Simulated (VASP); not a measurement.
# CdSiN2 (P-4m2) in VASP: a series of runs

Runs on CdSiN2. Level: PBE. Tasks: single point.

All numbers are computed with VASP 6.6.1; they aren't measurements. Logs are shortened: lines on timing, memory, paths and dates and some standing lists are left out, and cuts for length are marked.

### Step 1. The cell of the first run

The structure is tetragonal, space group P-4m2 (No. 115). The conventional cell has a = 3.050 Å, b = 3.050 Å, c = 10.203 Å, α = 90.00°, β = 90.00°, γ = 90.00°. Within 2.8 Å of Cd (site symmetry 2mm) lie 4 N at 2.08 to 2.43 Å. Within 2.8 Å of N (site symmetry -4m2) lie 4 Cd at 2.08 Å. Within 2.2 Å of N (site symmetry 2mm) lie 2 Si at 1.69 Å. Within 2.5 Å of N (site symmetry -4m2) lie 4 Si at 1.86 Å. Si (site symmetry 2mm) has 4 N at 1.69 to 1.86 Å within 2.2 Å.

### Step 2. Single point, PBE (11.86 Å³/atom)

The input, INCAR:

```
SYSTEM = CdSiN2
PREC = Accurate ; ENCUT = 520
EDIFF = 1E-6 ; ISMEAR = -1
SIGMA = 0.02 ; LREAL = .FALSE.
LASPH = .TRUE. ; NELM = 80
ALGO = Normal ; ISIF = 2
LWAVE = .FALSE. ; LCHARG = .TRUE.
GGA = PE ; LELF = .TRUE.
LVHAR = .TRUE. ; NBANDS = 36
```

The input, KPOINTS:

```
regular mesh
0
G
  6 6 2
  0 0 0
```

The input, POSCAR:

```
CdSiN2
1.0
    3.0498862712      0.0000000000      0.0000000000
    0.0000000000      3.0498862712      0.0000000000
    0.0000000000      0.0000000000     10.2029294867
Cd N Si
2 4 2
Direct
    0.5000000000      0.0000000000      0.8612896092
    0.0000000000      0.5000000000      0.1387103908
    0.5000000000      0.5000000000      0.0000000000
    0.0000000000      0.0000000000      0.3241738653
    0.5000000000      0.5000000000      0.5000000000
    0.0000000000      0.0000000000      0.6758261347
    0.5000000000      0.0000000000      0.3956506726
    0.0000000000      0.5000000000      0.6043493274
```

Potentials or basis: VASP PAW PBE potentials, release 64 (Cd, N, Si).

On the command line:

```
$ cat potpaw_PBE.64/Cd/POTCAR potpaw_PBE.64/N/POTCAR potpaw_PBE.64/Si/POTCAR > POTCAR
$ mpirun -np 1 vasp_std > vasp.out
```

OUTCAR:

```text
SYSTEM = CdSiN2
   PREC = Accurate
   ENCUT = 520
   EDIFF = 1E-6
   ISMEAR = -1
   LREAL = .FALSE.
   LASPH = .TRUE.
   NELM = 80
   ISIF = 2
   GGA = PE

 ion  position               nearest neighbor table
   1  0.500  0.000  0.861-   3 2.08   3 2.08   6 2.43   6 2.43   8 3.39   8 3.39   8 3.39   8 3.39
                             2 3.56   2 3.56   2 3.56   2 3.56
   2  0.000  0.500  0.139-   3 2.08   3 2.08   4 2.43   4 2.43   7 3.39   7 3.39   7 3.39   7 3.39
                             1 3.56   1 3.56   1 3.56   1 3.56
   3  0.500  0.500  0.000-   1 2.08   2 2.08   1 2.08   2 2.08
   4  0.000  0.000  0.324-   7 1.69   7 1.69   2 2.43   2 2.43
   5  0.500  0.500  0.500-   7 1.86   8 1.86   7 1.86   8 1.86
   6  0.000  0.000  0.676-   8 1.69   8 1.69   1 2.43   1 2.43
   7  0.500  0.000  0.396-   4 1.69   4 1.69   5 1.86   5 1.86   8 3.03   8 3.03   8 3.03   8 3.03
                             2 3.39   2 3.39   2 3.39   2 3.39
   8  0.000  0.500  0.604-   6 1.69   6 1.69   5 1.86   5 1.86   7 3.03   7 3.03   7 3.03   7 3.03
                             1 3.39   1 3.39   1 3.39   1 3.39

  LATTYP: Found a simple tetragonal cell.
 ALAT       =     3.0498862712
 C/A-ratio  =     3.3453475243

  Lattice vectors:

 A1 = (   3.0498862712,   0.0000000000,   0.0000000000)
 A2 = (   0.0000000000,   3.0498862712,   0.0000000000)
 A3 = (   0.0000000000,   0.0000000000,  10.2029294867)

Analysis of symmetry for initial positions (statically):
=====================================================================
 Subroutine PRICEL returns:
 Original cell was already a primitive cell.

 Routine SETGRP: Setting up the symmetry group for a
 simple tetragonal supercell.

 Subroutine GETGRP returns: Found  8 space group operations
 (whereof  8 operations were pure point group operations)
 out of a pool of 16 trial point group operations.

The static configuration has the point symmetry D_2d.

Analysis of symmetry for dynamics (positions and initial velocities):
=====================================================================
 Subroutine PRICEL returns:
 Original cell was already a primitive cell.

 Routine SETGRP: Setting up the symmetry group for a
 simple tetragonal supercell.

 Subroutine GETGRP returns: Found  8 space group operations
 (whereof  8 operations were pure point group operations)
 out of a pool of 16 trial point group operations.

The dynamic configuration has the point symmetry D_2d.

 Subroutine INISYM returns: Found  8 space group operations
 (whereof  8 operations are pure point group operations),
 and found     1 'primitive' translations

----------------------------------------------------------------------------------------

                                     Primitive cell

  volume of cell :      94.9057

  direct lattice vectors                    reciprocal lattice vectors
     3.049886271  0.000000000  0.000000000     0.327881079  0.000000000  0.000000000
     0.000000000  3.049886271  0.000000000     0.000000000  0.327881079  0.000000000
     0.000000000  0.000000000 10.202929487     0.000000000  0.000000000  0.098011066

  length of vectors
     3.049886271  3.049886271 10.202929487     0.327881079  0.327881079  0.098011066

  position of ions in fractional coordinates (direct lattice)
     0.500000000  0.000000000  0.861289609
     0.000000000  0.500000000  0.138710391
     0.500000000  0.500000000  0.000000000
     0.000000000  0.000000000  0.324173865
     0.500000000  0.500000000  0.500000000
     0.000000000  0.000000000  0.675826135
     0.500000000  0.000000000  0.395650673
     0.000000000  0.500000000  0.604349327

  ion indices of the primitive-cell ions
   primitive index   ion index
                 1           1
                 2           2
                 3           3
                 4           4
                 5           5
                 6           6
                 7           7
                 8           8

----------------------------------------------------------------------------------------

 KPOINTS: regular mesh

Automatic generation of k-mesh.
 Grid dimensions read from file:
 generate k-points for:    6    6    2

 Generating k-lattice:

  Cartesian coordinates                     Fractional coordinates (reciprocal lattice)
     0.054646846  0.000000000  0.000000000     0.166666667  0.000000000  0.000000000
     0.000000000  0.054646846  0.000000000     0.000000000  0.166666667  0.000000000
     0.000000000  0.000000000  0.049005533     0.000000000  0.000000000  0.500000000

  Length of vectors
     0.054646846  0.054646846  0.049005533

  Shift w.r.t. Gamma in fractional coordinates (k-lattice)
     0.000000000  0.000000000  0.000000000

 Subroutine IBZKPT returns following result:
 ===========================================

 Found     20 irreducible k-points:

 Following reciprocal coordinates:
            Coordinates               Weight
  0.000000  0.000000  0.000000      1.000000
  0.166667  0.000000  0.000000      4.000000
  0.333333  0.000000  0.000000      4.000000
  0.500000  0.000000  0.000000      2.000000
  0.166667  0.166667  0.000000      4.000000
  0.333333  0.166667  0.000000      8.000000
[... 12 lines left out ...]
  0.500000  0.333333  0.500000      4.000000
  0.500000  0.500000  0.500000      1.000000
   k-points           NKPTS =     20   k-points in BZ     NKDIM =     20   number of bands    NBANDS=     36
   number of dos      NEDOS =    301   number of ions     NIONS =      8
   total plane-waves  NPLWV =  46080
   dimension x,y,z NGX =    24 NGY =   24 NGZ =   80
   dimension x,y,z NGXF=    48 NGYF=   48 NGZF=  160
   ions per type =               2   4   2
   NGX,Y,Z   is equivalent  to a cutoff of  13.08, 13.08, 13.04 a.u.
   NGXF,Y,Z  is equivalent  to a cutoff of  26.16, 26.16, 26.07 a.u.
 SYSTEM =  CdSiN2
   PREC   = accura    normal or accurate (medium, high low for compatibility)
   ISTART =      0    job   : 0-new  1-cont  2-samecut
   ICHARG =      2    charge: 1-file 2-atom 10-const
   ISPIN  =      1    spin polarized calculation?
   LNONCOLLINEAR =      F non collinear calculations
   LSORBIT =      F    spin-orbit coupling
   LASPH  =      T    aspherical Exc in radial PAW
   ENCUT  =  520.0 eV  38.22 Ry    6.18 a.u.   5.67  5.67 18.97*2*pi/ulx,y,z
   NELM   =     80;   NELMIN=  2; NELMDL= -5     # of ELM steps
   EDIFF  = 0.1E-05   stopping-criterion for ELM
   LREAL  =      F    real-space projection
   EDIFFG = 0.1E-04   stopping-criterion for IOM
   NSW    =      0    number of steps for IOM
   IBRION =     -1    ionic relax: 0-MD 1-quasi-New 2-CG
   NFREE  =      0    steps in history (QN), initial steepest desc. (CG)
   ISIF   =      2    stress and relaxation
   ISYM   =      2    0-nonsym 1-usesym 2-fastsym
   POTIM  = 0.5000    time-step for ionic-motion
   TEBEG  =    0.0;   TEEND  =   0.0 temperature during run
   PSTRESS=    0.0 pullay stress
   NELECT =      52.0000    total number of electrons
   NUPDOWN=      -1.0000    fix difference up-down
   EMIN   =  10.00;   EMAX   =-10.00  energy-range for DOS
   EFERMI =   0.00;   METHOD = LEGACY
   ISMEAR =    -1;   SIGMA  =   0.02  broadening in eV -4-tet -1-fermi 0-gaus
   EFERMI_NEDOS =   21; number of points for ismear=-14 and -15
   IALGO  =     38    algorithm
   IMIX   =      4    mixing-type and parameters
     AMIX     =   0.40;   BMIX     =  1.00
     AMIX_MAG =   1.60;   BMIX_MAG =  1.00
  volume/ion in A,a.u.               =      11.86        80.06
  Fermi-wavevector in a.u.,A,eV,Ry     =   1.339611  2.531497 24.416422  1.794556
  Thomas-Fermi vector in A             =   2.467989
   LORBIT       =      0    0 simple, 1 ext, 2 COOP (PROOUT), +10 PAW based schemes
   GGA     = PE    functional components
   LHFCALC =     F    Hartree Fock is set to
   AEXX    =    0.0000 exact exchange contribution
   IVDW    =     0    specifies the selected vdW correction
   LEPSILON=     F    determine dielectric tensor
   LRPA    =     F    only Hartree local field effects (RPA)
 non-spin polarized calculation
  energy-cutoff  :      520.00
  volume of cell :       94.91
 maximum number of plane-waves:      2584
 NGX is ok and might be reduce to    24
   NGX = 11   NGY = 11   NGZ = 37

 number of electron      51.9999989 magnetization

 Free energy of the ion-electron system (eV)
  ---------------------------------------------------
  ext. energy  EPLUGINS =         0.00000000
  ---------------------------------------------------
  free energy    TOTEN  =       -46.17908651 eV

  energy without entropy =      -46.17433033  energy(sigma->0) =      -46.17670842

 E-fermi :   7.2995     XC(G=0): -11.3971

 val. band max:        7.2857776281   @ k =   0.3333   0.0000   0.5000
 cond. band min:       7.3045865892   @ k =   0.1667   0.0000   0.0000
 fundamental gap:      0.0188089611
 Fermi energy:         7.2994543627

 k-point     1 :       0.0000    0.0000    0.0000
  band No.  band energies     occupation
      1     -14.0506      2.00000
      2     -11.4676      2.00000
      3      -9.8886      2.00000
      4      -7.9057      2.00000
      5      -2.9923      2.00000
      6      -2.4280      2.00000
[... 28 lines left out ...]
     35      14.7568      0.00000
     36      15.0028      0.00000

 k-point     2 :       0.1667    0.0000    0.0000
  band No.  band energies     occupation
      1     -13.7564      2.00000
      2     -11.2507      2.00000
      3      -9.9213      2.00000
      4      -7.7978      2.00000
      5      -2.9647      2.00000
      6      -2.7520      2.00000
[... 28 lines left out ...]
     35      14.3333      0.00000
     36      14.5396      0.00000
[... 661 lines left out ...]
     35      13.4729      0.00000
     36      13.4773      0.00000

 k-point    20 :       0.5000    0.5000    0.5000
  band No.  band energies     occupation
      1     -11.2444      2.00000
      2      -9.8002      2.00000
      3      -9.5822      2.00000
      4      -7.1416      2.00000
      5      -4.9371      2.00000
      6      -4.9371      2.00000
[... 28 lines left out ...]
     35      13.0242      0.00000
     36      14.3424      0.00000

------------------------ aborting loop because EDIFF is reached ----------------------------------------

  FORCE on cell =-STRESS in cart. coord.  units (eV):
  Direction    XX          YY          ZZ          XY          YZ          ZX
  --------------------------------------------------------------------------------------
  -------------------------------------------------------------------------------------
  Total        7.3040284      7.3040284      7.1144026      0.0000000      0.0000000      0.0000000
  in kB      123.3050486    123.3050486    120.1038263      0.0000000      0.0000000      0.0000000
  external PRESSURE =     122.2379745 kB  Pullay stress =       0.0000000 kB

 VOLUME and BASIS-vectors are now :
 -----------------------------------------------------------------------------
  energy-cutoff  :      520.00
  volume of cell :       94.91
      direct lattice vectors                 reciprocal lattice vectors
     3.049886271  0.000000000  0.000000000     0.327881079  0.000000000  0.000000000
     0.000000000  3.049886271  0.000000000     0.000000000  0.327881079  0.000000000
     0.000000000  0.000000000 10.202929487     0.000000000  0.000000000  0.098011066

 POSITION                                       TOTAL-FORCE (eV/Angst)
 -----------------------------------------------------------------------------------
      1.52494      0.00000      8.78768        -0.000000     -0.000000     -0.659120
      0.00000      1.52494      1.41525         0.000000     -0.000000      0.659120
      1.52494      1.52494      0.00000         0.000000      0.000000      0.000000
      0.00000      0.00000      3.30752         0.000000     -0.000000     -0.496002
      1.52494      1.52494      5.10146         0.000000      0.000000      0.000000
      0.00000      0.00000      6.89541         0.000000     -0.000000      0.496002
      1.52494      0.00000      4.03680         0.000000     -0.000000      0.051249
      0.00000      1.52494      6.16613         0.000000     -0.000000     -0.051249
 -----------------------------------------------------------------------------------
    total drift:                                0.000000      0.000000     -0.000000

  FREE ENERGIE OF THE ION-ELECTRON SYSTEM (eV)
  ---------------------------------------------------
  free  energy   TOTEN  =       -46.1790865057 eV

  energy  without entropy=      -46.1743303321  energy(sigma->0) =      -46.17670842
```

Run time: 100 s. Hardware: 1 thread of Intel Xeon 8259CL, shared host; peak memory 0.23 GiB.

What came out:

| Property | Result |
| --- | --- |
| Free energy | -46.1791 eV |
| Pressure | 12.2 GPa |
| Largest force | 0.659 eV/Å |
| Band gap on the k mesh | zero (bands 26 and 27 overlap by 0.42 eV) |

Forces on the atoms (eV/Å):
```
Cd   0.000  0.000 -0.659
Cd   0.000  0.000  0.659
N    0.000  0.000  0.000
N    0.000  0.000 -0.496
N    0.000  0.000  0.000
N    0.000  0.000  0.496
Si   0.000  0.000  0.051
Si   0.000  0.000 -0.051
```

Caveat: the cell stands under pressure.

[end of part 1 of 3]
